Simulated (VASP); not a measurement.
# SiC (P6_3mc) in VASP: further runs, part 2 of 2

VASP 6.6.1.

### 4 Relaxation of cell and atoms, LDA

Contents of INCAR:

```
SYSTEM = SiC
PREC     = Accurate       ! precision mode
ENCUT    = 600            ! plane-wave cutoff, eV
EDIFF    = 1E-6           ! SCF threshold, eV
ISMEAR   = -1             ! smearing method
SIGMA    = 0.05           ! smearing width, eV
LREAL    = .FALSE.        ! projectors in reciprocal space
LASPH    = .TRUE.         ! aspherical terms in the spheres
NELM     = 100            ! most SCF steps
ALGO     = Normal         ! electronic algorithm
ISIF     = 3              ! what is computed and relaxed
LWAVE    = .FALSE.        ! write WAVECAR
LCHARG   = .FALSE.        ! write CHGCAR
GGA      = CA             ! functional
IBRION   = 2              ! ionic algorithm
NSW      = 60             ! ionic steps
EDIFFG   = -0.01          ! ionic threshold
```

Contents of KPOINTS:

```
Automatic mesh
0
G
  10 10 2
  0 0 0
```

Contents of POSCAR:

```
SiC
1.0
    3.0950000000      0.0000000000      0.0000000000
   -1.5475000000      2.6803486247      0.0000000000
    0.0000000000      0.0000000000     15.1700000000
Si C
6 6
Direct
    0.6666666667      0.3333333333      0.4583000000
    0.3333333333      0.6666666667      0.9583000000
    0.6666666667      0.3333333333      0.7917000000
    0.3333333333      0.6666666667      0.2917000000
    0.0000000000      0.0000000000      0.6250000000
    0.0000000000      0.0000000000      0.1250000000
    0.6666666667      0.3333333333      0.3333000000
    0.3333333333      0.6666666667      0.8333000000
    0.6666666667      0.3333333333      0.6667000000
    0.3333333333      0.6666666667      0.1667000000
    0.0000000000      0.0000000000      0.5000000000
    0.0000000000      0.0000000000      0.0000000000
```

Potentials or basis: VASP PAW LDA potentials, release 64 (Si, C).

On the command line:

```bash
> cat potpaw_LDA.64/Si/POTCAR potpaw_LDA.64/C/POTCAR > POTCAR
> mpirun -np 1 vasp_std > vasp.out
```

Wall time 3.7 min (1 thread of Intel Xeon 6975P-C (Granite Rapids), shared host); peak memory 0.29 GiB.

It converged, with:

```
Free energy                           : -99.8868 eV
Relaxed volume                        : 10.15 Å³/atom
Relaxed cell                          : a = 3.061 Å, b = 3.061 Å, c = 15.019 Å, α = 90.00°, β = 90.00°, γ = 120.00°
Space group after relaxing (to 0.1 Å) : P6_3mc (No. 186)
Energy gained by relaxing             : 7.7 meV/atom
Ionic steps                           : 7
Pressure after relaxing               : -0.1 GPa
Largest force after relaxing          : 0.009 eV/Å
Band gap on the k mesh                : 1.97 eV (least direct gap 3.07 eV)
```

Forces in eV/Å, atoms in the order of the input:
```
Si   0.000  0.000 -0.003
Si   0.000  0.000 -0.003
Si   0.000  0.000 -0.006
Si   0.000  0.000 -0.006
Si   0.000  0.000 -0.005
Si   0.000  0.000 -0.005
C    0.000  0.000  0.002
C    0.000  0.000  0.002
C    0.000  0.000  0.003
C    0.000  0.000  0.003
C    0.000  0.000  0.009
C    0.000  0.000  0.009
```

Stress tensor (GPa, compression positive):
```
-0.06  0.00  0.00
 0.00 -0.06  0.00
 0.00  0.00 -0.14
```

The path:
```
step  energy change (eV)  largest force (eV/Å)  pressure (GPa)  volume (Å³)
   1              0.0000                0.1438           -7.05       125.85
   2              0.0159                0.1286            8.51       117.63
   3             -0.0926                0.0267           -0.05       121.81
   4             -0.0926                0.0266            0.10       121.73
   5             -0.0927                0.0126            0.11       121.73
   6             -0.0927                0.0134            0.11       121.73
   7             -0.0927                0.0089           -0.09       121.83
```

Final structure:
```
CELL_PARAMETERS angstrom
3.06054 0.00000 0.00000
-1.53027 2.65050 0.00000
0.00000 0.00000 15.01896
ATOMIC_POSITIONS crystal
Si 0.66667 0.33333 0.45830
Si 0.33333 0.66667 0.95830
Si 0.66667 0.33333 0.79183
Si 0.33333 0.66667 0.29183
Si 0.00000 0.00000 0.62505
Si 0.00000 0.00000 0.12505
C 0.66667 0.33333 0.33332
C 0.33333 0.66667 0.83332
C 0.66667 0.33333 0.66683
C 0.33333 0.66667 0.16683
C 0.00000 0.00000 0.49967
C 0.00000 0.00000 0.99967
```

Levels at points of the mesh, in eV from the valence-band top:
```csv
k point,band 20,band 21,band 22,band 23,band 24,band 25,band 26,band 27,band 28,band 29
"(0.00, 0.00, 0.00)",-0.30,-0.30,-0.04,0.00,0.00,5.30,5.47,5.89,6.40,6.56
"(0.50, 0.00, 0.00)",-2.28,-1.83,-1.80,-1.68,-1.11,1.97,2.16,3.16,3.86,4.54
"(0.00, 0.00, 0.50)",-0.64,-0.10,-0.10,-0.10,-0.10,5.37,5.37,6.12,6.12,6.89
"(0.50, 0.00, 0.50)",-2.38,-1.73,-1.73,-1.32,-1.32,2.01,2.01,3.38,3.38,4.82
```

A k mesh can miss the band edges. Zero-point motion and thermal expansion aren't in these numbers.

### 5 Single point, revPBE+D4

This run uses another cell than the first one, of 10.19 Å³/atom.

Contents of INCAR:

```
SYSTEM = SiC
  PREC = Accurate
  ENCUT = 520
  EDIFF = 1E-6
  ISMEAR = -1
  SIGMA = 0.05
  LREAL = .False.
  LASPH = .True.
  NELM = 80
  ALGO = Normal
  ISIF = 2
  LWAVE = .False.
  LCHARG = .False.
  GGA = RE
  IVDW = 13
  NBANDS = 36
```

Contents of KPOINTS:

```
Automatic mesh
0
Gamma
  10 10 2
  0 0 0
```

Contents of POSCAR:

```
SiC
1.0
    3.0640405316      0.0000000000      0.0000000000
   -1.5320202658      2.6535369386      0.0000000000
    0.0000000000      0.0000000000     15.0359635669
Si C
6 6
Direct
    0.6666666667      0.3333333333      0.4582933799
    0.3333333333      0.6666666667      0.9582933799
    0.6666666667      0.3333333333      0.7918249768
    0.3333333333      0.6666666667      0.2918249768
    0.0000000000      0.0000000000      0.6250230836
    0.0000000000      0.0000000000      0.1250230836
    0.6666666667      0.3333333333      0.3333147439
    0.3333333333      0.6666666667      0.8333147439
    0.6666666667      0.3333333333      0.6668548596
    0.3333333333      0.6666666667      0.1668548596
    0.0000000000      0.0000000000      0.4996889563
    0.0000000000      0.0000000000     -0.0003110437
```

Potentials or basis: VASP PAW PBE potentials, release 64 (Si, C).

On the command line:

```bash
> cat potpaw_PBE.64/Si/POTCAR potpaw_PBE.64/C/POTCAR > POTCAR
> mpirun -np 1 vasp_std > vasp.out
```

It took 82 s on 1 thread of AMD EPYC 9R45 (Zen 5), shared host; peak memory 0.24 GiB.

The run converged. Its results:

- Free energy: -94.4498 eV
- Pressure: -0.4 GPa
- Largest force: 0.006 eV/Å
- Band gap on the k mesh: 2.02 eV (least direct gap 3.12 eV)
- Dispersion energy per atom: -0.656 eV

Forces on the atoms (eV/Å):
```
Si   0.000  0.000  0.005
Si   0.000  0.000  0.005
Si   0.000  0.000  0.005
Si   0.000  0.000  0.005
Si   0.000  0.000  0.006
Si   0.000  0.000  0.006
C    0.000  0.000 -0.005
C    0.000  0.000 -0.005
C    0.000  0.000 -0.005
C    0.000  0.000 -0.005
C    0.000  0.000 -0.005
C    0.000  0.000 -0.005
```

Levels at points of the mesh, in eV from the valence-band top:
```
           k point  band 20  band 21  band 22  band 23  band 24  band 25  band 26  band 27  band 28  band 29
(0.00, 0.00, 0.00)    -0.30    -0.30    -0.04     0.00     0.00     5.34     5.51     5.93     6.44     6.49
(0.50, 0.00, 0.00)    -2.27    -1.82    -1.79    -1.67    -1.10     2.02     2.23     3.26     3.93     4.66
(0.00, 0.00, 0.50)    -0.64    -0.10    -0.10    -0.10    -0.10     5.41     5.41     6.16     6.16     6.85
(0.50, 0.00, 0.50)    -2.37    -1.72    -1.72    -1.31    -1.31     2.07     2.07     3.48     3.48     4.93
```

Caveat: the PAW data sets were made with another functional, which shifts forces and pressure a little. As with any semilocal functional, this revPBE gap is likely too small.

### 6 Relaxation of cell and atoms, revPBE+D4

Contents of INCAR:

```
SYSTEM = SiC
PREC = Accurate ; ENCUT = 600
EDIFF = 1E-6 ; ISMEAR = -1
SIGMA = 0.05 ; LREAL = .FALSE.
LASPH = .TRUE. ; NELM = 60
ALGO = Normal ; ISIF = 3
LWAVE = .FALSE. ; LCHARG = .FALSE.
GGA = RE ; IVDW = 13
IBRION = 2 ; NSW = 60
EDIFFG = -0.01
```

Contents of KPOINTS:

```
Automatic mesh
0
G
  10 10 2
  0 0 0
```

Contents of POSCAR:

```
SiC
1.0
    3.0950000000      0.0000000000      0.0000000000
   -1.5475000000      2.6803486247      0.0000000000
    0.0000000000      0.0000000000     15.1700000000
Si C
6 6
Direct
    0.6666666667      0.3333333333      0.4583000000
    0.3333333333      0.6666666667      0.9583000000
    0.6666666667      0.3333333333      0.7917000000
    0.3333333333      0.6666666667      0.2917000000
    0.0000000000      0.0000000000      0.6250000000
    0.0000000000      0.0000000000      0.1250000000
    0.6666666667      0.3333333333      0.3333000000
    0.3333333333      0.6666666667      0.8333000000
    0.6666666667      0.3333333333      0.6667000000
    0.3333333333      0.6666666667      0.1667000000
    0.0000000000      0.0000000000      0.5000000000
    0.0000000000      0.0000000000      0.0000000000
```

Potentials or basis: VASP PAW PBE potentials, release 64 (Si, C).

On the command line:

```bash
> cat potpaw_PBE.64/Si/POTCAR potpaw_PBE.64/C/POTCAR > POTCAR
> mpirun -np 1 vasp_std > vasp.out
```

Wall time 6.7 min (1 thread of AMD EPYC 9R45 (Zen 5), shared host); peak memory 0.33 GiB.

Results (log left out):

- Free energy: -94.4661 eV
- Relaxed volume: 10.16 Å³/atom
- Relaxed cell: a = 3.061 Å, b = 3.061 Å, c = 15.022 Å, α = 90.00°, β = 90.00°, γ = 120.00°
- Space group after relaxing (to 0.1 Å): P6_3mc (No. 186)
- Energy gained by relaxing: 7.1 meV/atom
- Ionic steps: 8
- Pressure after relaxing: 0.0 GPa
- Largest force after relaxing: 0.007 eV/Å
- Band gap on the k mesh: 2.02 eV (least direct gap 3.12 eV)
- Dispersion energy per atom: -0.657 eV

Forces in eV/Å, atoms in the order of the input:
```
Si   0.000  0.000 -0.001
Si   0.000  0.000 -0.001
Si   0.000  0.000 -0.005
Si   0.000  0.000 -0.005
Si   0.000  0.000 -0.002
Si   0.000  0.000 -0.002
C    0.000  0.000  0.001
C    0.000  0.000  0.001
C    0.000  0.000 -0.001
C    0.000  0.000 -0.001
C    0.000  0.000  0.007
C    0.000  0.000  0.007
```

The path:
```csv
step,energy change (eV),largest force (eV/Å),pressure (GPa),volume (Å³)
1,0.0000,0.1460,-6.64,125.85
2,0.0044,0.1299,7.58,118.10
3,-0.0847,0.0294,-0.03,121.94
4,-0.0847,0.0312,0.11,121.86
5,-0.0848,0.0224,-0.10,121.97
6,-0.0848,0.0217,-0.05,121.94
7,-0.0848,0.0214,-0.04,121.94
8,-0.0849,0.0074,-0.01,121.92
```

Final structure:
```cif
data_structure
_symmetry_space_group_name_H-M 'P 1'
_symmetry_Int_Tables_number 1
_cell_length_a 3.0613
_cell_length_b 3.0613
_cell_length_c 15.0222
_cell_angle_alpha 90.000
_cell_angle_beta 90.000
_cell_angle_gamma 120.000
_cell_volume 121.92
loop_
_atom_site_label
_atom_site_type_symbol
_atom_site_fract_x
_atom_site_fract_y
_atom_site_fract_z
_atom_site_occupancy
Si1 Si 0.66667 0.33333 0.45830 1
Si2 Si 0.33333 0.66667 0.95830 1
Si3 Si 0.66667 0.33333 0.79185 1
Si4 Si 0.33333 0.66667 0.29185 1
Si5 Si 0.00000 0.00000 0.62503 1
Si6 Si 0.00000 0.00000 0.12503 1
C1 C 0.66667 0.33333 0.33330 1
C2 C 0.33333 0.66667 0.83330 1
C3 C 0.66667 0.33333 0.66685 1
C4 C 0.33333 0.66667 0.16685 1
C5 C 0.00000 0.00000 0.49966 1
C6 C 0.00000 0.00000 0.99966 1
```

Levels at points of the mesh, in eV from the valence-band top:
| k point | band 21 | band 22 | band 23 | band 24 | band 25 | band 26 | band 27 | band 28 |
| --- | --- | --- | --- | --- | --- | --- | --- | --- |
| (0.00, 0.00, 0.00) | -0.30 | -0.04 | 0.00 | 0.00 | 5.37 | 5.54 | 5.95 | 6.46 |
| (0.50, 0.00, 0.00) | -1.82 | -1.79 | -1.67 | -1.10 | 2.03 | 2.23 | 3.27 | 3.94 |
| (0.00, 0.00, 0.50) | -0.10 | -0.10 | -0.10 | -0.10 | 5.44 | 5.44 | 6.18 | 6.18 |
| (0.50, 0.00, 0.50) | -1.72 | -1.72 | -1.31 | -1.31 | 2.08 | 2.08 | 3.49 | 3.49 |

Caveat: the PAW data sets were made with another functional, which shifts forces and pressure a little. A hybrid or GW would open this gap; revPBE tends to underestimate it.

### 7 The runs side by side

```csv
task,level,potentials or basis,cell,cutoff (eV),gap on the mesh (eV),pressure (GPa),relaxed volume (Å³/atom),largest force (eV/Å)
single point,LDA,"VASP PAW LDA potentials, release 64 (Si, C)","a = 3.095, b = 3.095, c = 15.170 Å, angles 90.0, 90.0, 120.0°, 12 atoms",520,1.97,-6.9,-,0.14
single point,PBEsol,"VASP PAW PBE potentials, release 64 (Si, C)","a = 3.095, b = 3.095, c = 15.170 Å, angles 90.0, 90.0, 120.0°, 12 atoms",520,1.91,-2.8,-,0.14
relaxation of cell and atoms,LDA,"VASP PAW LDA potentials, release 64 (Si, C)","relaxed from a = 3.095, b = 3.095, c = 15.170 Å, angles 90.0, 90.0, 120.0°, 12 atoms",600,1.97,-0.1,10.15,0.01
single point,revPBE+D4,"VASP PAW PBE potentials, release 64 (Si, C)","a = 3.064, b = 3.064, c = 15.036 Å, angles 90.0, 90.0, 120.0°, 12 atoms",520,2.02,-0.4,-,0.01
relaxation of cell and atoms,revPBE+D4,"VASP PAW PBE potentials, release 64 (Si, C)","relaxed from a = 3.095, b = 3.095, c = 15.170 Å, angles 90.0, 90.0, 120.0°, 12 atoms",600,2.02,0.0,10.16,0.01
```

Alike in all rows: no spin polarisation; k mesh 10 × 10 × 2; smearing fermi-dirac 0.05 eV.

Caveats: the PAW data sets were made with another functional, which shifts forces and pressure a little (at least some runs); the cell stands under tension (at least some runs).

Absolute energies hang on the potentials; compare differences alone.
